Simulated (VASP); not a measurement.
# KF in VASP: further runs

The runs below take KF through single point, with PBE.

All numbers are computed with VASP 6.6.1; they aren't measurements. Logs are shortened: lines on timing, memory, paths and dates and some standing lists are left out, and cuts for length are marked.

## (1) The cell of the first run

Symmetry: Fm-3m, No. 225, cubic system. Conventional cell: a = 5.481 Å, b = 5.481 Å, c = 5.481 Å, α = 90.00°, β = 90.00°, γ = 90.00°. K (site symmetry m-3m) has 6 F at 2.74 Å within 3.6 Å. F (site symmetry m-3m) has 6 K at 2.74 Å within 3.6 Å.

## (2) Single point, PBE (strain +0.025 along x and y, +0.025 along z)

The input, INCAR:

```
PREC     = Accurate       # precision mode
ENCUT    = 520            # plane-wave cutoff, eV
EDIFF    = 1E-7           # SCF threshold, eV
ISMEAR   = 0              # smearing method
SIGMA    = 0.05           # smearing width, eV
LREAL    = F              # projectors in reciprocal space
LASPH    = T              # aspherical terms in the spheres
NELM     = 80             # most SCF steps
ALGO     = Normal         # electronic algorithm
ISIF     = 2              # what is computed and relaxed
LWAVE    = F              # write WAVECAR
LCHARG   = F              # write CHGCAR
GGA      = PE             # functional
NBANDS   = 15             # bands
```

The input, KPOINTS:

```
Automatic mesh
0
Gamma
  8 8 8
```

The input, POSCAR:

```
KF
1.0
    0.0000000000      2.7403375000      2.7403375000
    2.7403375000      0.0000000000      2.7403375000
    2.7403375000      2.7403375000      0.0000000000
K F
1 1
Direct
    0.0000000000      0.0000000000      0.0000000000
    0.5000000000      0.5000000000      0.5000000000
```

Potentials or basis: VASP PAW PBE potentials, release 64 (K_sv, F).

Run with:

```
$ cat potpaw_PBE.64/K_sv/POTCAR potpaw_PBE.64/F/POTCAR > POTCAR
$ mpirun -np 1 vasp_std > vasp.out
```

OUTCAR:

```text
PREC = Accurate
   ENCUT = 520
   EDIFF = 1E-7
   ISMEAR = 0
   LREAL = F
   LASPH = T
   NELM = 80
   ISIF = 2
   GGA = PE

 ion  position               nearest neighbor table
   1  0.000  0.000  0.000-   2 2.74   2 2.74   2 2.74   2 2.74   2 2.74   2 2.74
   2  0.500  0.500  0.500-   1 2.74   1 2.74   1 2.74   1 2.74   1 2.74   1 2.74

  LATTYP: Found a face centered cubic cell.
 ALAT       =     5.4806750000

  Lattice vectors:

 A1 = (   0.0000000000,   2.7403375000,   2.7403375000)
 A2 = (   2.7403375000,   0.0000000000,   2.7403375000)
 A3 = (   2.7403375000,   2.7403375000,   0.0000000000)

Analysis of symmetry for initial positions (statically):
=====================================================================
 Subroutine PRICEL returns:
 Original cell was already a primitive cell.

 Routine SETGRP: Setting up the symmetry group for a
 face centered cubic supercell.

 Subroutine GETGRP returns: Found 48 space group operations
 (whereof 48 operations were pure point group operations)
 out of a pool of 48 trial point group operations.

The static configuration has the point symmetry O_h .

Analysis of symmetry for dynamics (positions and initial velocities):
=====================================================================
 Subroutine PRICEL returns:
 Original cell was already a primitive cell.

 Routine SETGRP: Setting up the symmetry group for a
 face centered cubic supercell.

 Subroutine GETGRP returns: Found 48 space group operations
 (whereof 48 operations were pure point group operations)
 out of a pool of 48 trial point group operations.

The dynamic configuration has the point symmetry O_h .

 Subroutine INISYM returns: Found 48 space group operations
 (whereof 48 operations are pure point group operations),
 and found     1 'primitive' translations

----------------------------------------------------------------------------------------

                                     Primitive cell

  volume of cell :      41.1569

  direct lattice vectors                    reciprocal lattice vectors
     0.000000000  2.740337500  2.740337500    -0.182459277  0.182459277  0.182459277
     2.740337500  0.000000000  2.740337500     0.182459277 -0.182459277  0.182459277
     2.740337500  2.740337500  0.000000000     0.182459277  0.182459277 -0.182459277

  length of vectors
     3.875422458  3.875422458  3.875422458     0.316028739  0.316028739  0.316028739

  position of ions in fractional coordinates (direct lattice)
     0.000000000  0.000000000  0.000000000
     0.500000000  0.500000000  0.500000000

[... 82 lines left out ...]
   ISIF   =      2    stress and relaxation
   ISYM   =      2    0-nonsym 1-usesym 2-fastsym
   POTIM  = 0.5000    time-step for ionic-motion
   TEBEG  =    0.0;   TEEND  =   0.0 temperature during run
   PSTRESS=    0.0 pullay stress
   NELECT =      16.0000    total number of electrons
   NUPDOWN=      -1.0000    fix difference up-down
   EMIN   =  10.00;   EMAX   =-10.00  energy-range for DOS
   EFERMI =   0.00;   METHOD = LEGACY
   ISMEAR =     0;   SIGMA  =   0.05  broadening in eV -4-tet -1-fermi 0-gaus
   EFERMI_NEDOS =   21; number of points for ismear=-14 and -15
   IALGO  =     38    algorithm
   IMIX   =      4    mixing-type and parameters
     AMIX     =   0.40;   BMIX     =  1.00
     AMIX_MAG =   1.60;   BMIX_MAG =  1.00
  volume/ion in A,a.u.               =      20.58       138.87
  Fermi-wavevector in a.u.,A,eV,Ry     =   1.194815  2.257874 19.423454  1.427584
  Thomas-Fermi vector in A             =   2.330796
   LORBIT       =      0    0 simple, 1 ext, 2 COOP (PROOUT), +10 PAW based schemes
   GGA     = PE    functional components
   LHFCALC =     F    Hartree Fock is set to
   AEXX    =    0.0000 exact exchange contribution
   IVDW    =     0    specifies the selected vdW correction
   LEPSILON=     F    determine dielectric tensor
   LRPA    =     F    only Hartree local field effects (RPA)
 non-spin polarized calculation
 Gauss-broadening in eV      SIGMA  =   0.05
  energy-cutoff  :      520.00
  volume of cell :       41.16
 maximum number of plane-waves:      1124
 NGX is ok and might be reduce to    30
   NGX = 15   NGY = 15   NGZ = 15

 number of electron      15.9999995 magnetization

 Free energy of the ion-electron system (eV)
  ---------------------------------------------------
  ext. energy  EPLUGINS =         0.00000000
  ---------------------------------------------------
  free energy    TOTEN  =        -8.29706695 eV

  energy without entropy =       -8.29706695  energy(sigma->0) =       -8.29706695

 E-fermi :  -2.7212     XC(G=0):  -8.0657

 val. band max:       -2.9933095532   @ k =   0.0000   0.0000   0.0000
 cond. band min:       2.7917818713   @ k =   0.0000   0.0000   0.0000
 fundamental gap:      5.7850914245
 Fermi energy:        -2.7211692279

 k-point     1 :       0.0000    0.0000    0.0000
  band No.  band energies     occupation
      1     -29.3509      2.00000
      2     -21.6089      2.00000
      3     -12.6497      2.00000
      4     -12.6497      2.00000
      5     -12.6497      2.00000
      6      -2.9933      2.00000
      7      -2.9933      2.00000
      8      -2.9933      2.00000
      9       2.7918      0.00000
     10       7.4683      0.00000
     11       7.4683      0.00000
     12       7.4683      0.00000
     13       9.0421      0.00000
     14       9.0421      0.00000
[... 401 lines left out ...]
      2     -21.6473      2.00000
      3     -12.9098      2.00000
      4     -12.8194      2.00000
      5     -12.7116      2.00000
      6      -3.5115      2.00000
      7      -3.2377      2.00000
      8      -3.2284      2.00000
      9       6.0982      0.00000
     10       6.7227      0.00000
     11       8.2620      0.00000
     12       9.3245      0.00000
     13      10.4807      0.00000
     14      11.4238      0.00000
     15      11.5169      0.00000

 [... further k-points ...]
[... 5 lines left out ...]
  --------------------------------------------------------------------------------------
  -------------------------------------------------------------------------------------
  Total       -0.2281500     -0.2281500     -0.2281500      0.0000000      0.0000000      0.0000000
  in kB       -8.8815525     -8.8815525     -8.8815525      0.0000000      0.0000000      0.0000000
  external PRESSURE =      -8.8815525 kB  Pullay stress =       0.0000000 kB

 VOLUME and BASIS-vectors are now :
 -----------------------------------------------------------------------------
  energy-cutoff  :      520.00
  volume of cell :       41.16
      direct lattice vectors                 reciprocal lattice vectors
     0.000000000  2.740337500  2.740337500    -0.182459277  0.182459277  0.182459277
     2.740337500  0.000000000  2.740337500     0.182459277 -0.182459277  0.182459277
     2.740337500  2.740337500  0.000000000     0.182459277  0.182459277 -0.182459277

 POSITION                                       TOTAL-FORCE (eV/Angst)
 -----------------------------------------------------------------------------------
      0.00000      0.00000      0.00000         0.000000      0.000000      0.000000
      2.74034      2.74034      2.74034        -0.000000     -0.000000     -0.000000
 -----------------------------------------------------------------------------------
    total drift:                                0.000000      0.000000      0.000000

  FREE ENERGIE OF THE ION-ELECTRON SYSTEM (eV)
  ---------------------------------------------------
  free  energy   TOTEN  =        -8.2970669462 eV

  energy  without entropy=       -8.2970669462  energy(sigma->0) =       -8.29706695
```

Wall time 35 s (1 thread of Intel Xeon 8259CL, shared host); peak memory 0.17 GiB.

Results:

```
Free energy            : -8.2971 eV
Pressure               : -0.9 GPa
Band gap on the k mesh : 5.79 eV
```

Levels at points of the mesh, in eV from the valence-band top:
| k point | band 5 | band 6 | band 7 | band 8 | band 9 | band 10 | band 11 | band 12 |
| --- | --- | --- | --- | --- | --- | --- | --- | --- |
| (0.00, 0.00, 0.00) | -9.66 | 0.00 | 0.00 | 0.00 | 5.79 | 10.46 | 10.46 | 10.46 |
| (0.50, 0.00, 0.00) | -9.69 | -0.71 | -0.29 | -0.29 | 8.75 | 10.05 | 11.71 | 11.71 |
| (0.50, 0.50, 0.00) | -9.82 | -0.24 | -0.07 | -0.07 | 8.12 | 9.89 | 11.22 | 13.21 |

Caveat: the cell differs from its parent crystal (strain +0.025 along x and y, +0.025 along z).

[end of part 1 of 3]
